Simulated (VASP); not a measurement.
Crystal: CdTe.

```
Cd Te
1.0
     0.00000    3.27996    3.27996
     3.27996    0.00000    3.27996
     3.27996    3.27996    0.00000
Cd Te
1 1
Direct
  0.00000 0.00000 0.00000
  0.25000 0.25000 0.25000
```

Base run:

| Item | Value |
| --- | --- |
| Program | VASP 6.6.1 |
| Functional | PBE |
| Potentials or basis | VASP PAW PBE potentials, release 64 (Cd, Te) |
| Cutoff | 520 eV |
| k mesh | 4 × 4 × 4 |
| Occupations | gaussian, width 0.01 eV |
| Spin | no spin polarisation |

Its results: band gap on the k mesh 0.65 eV, direct; pressure 1.3 GPa.

The run is repeated on the same cell with these changes: functional from PBE to HSE06; further incar settings from ALGO = Normal; EDIFF = 1e-07; NBANDS = 16 to ALGO = Normal; EDIFF = 1e-06; NBANDS = 16. What comes out?

Band gap on the k mesh 1.44 eV, direct; pressure 0.2 GPa.

Caveats: spin-orbit coupling is left out, which moves the levels of the heavy elements; the PAW data sets were made with another functional, which shifts forces and pressure a little (some runs).

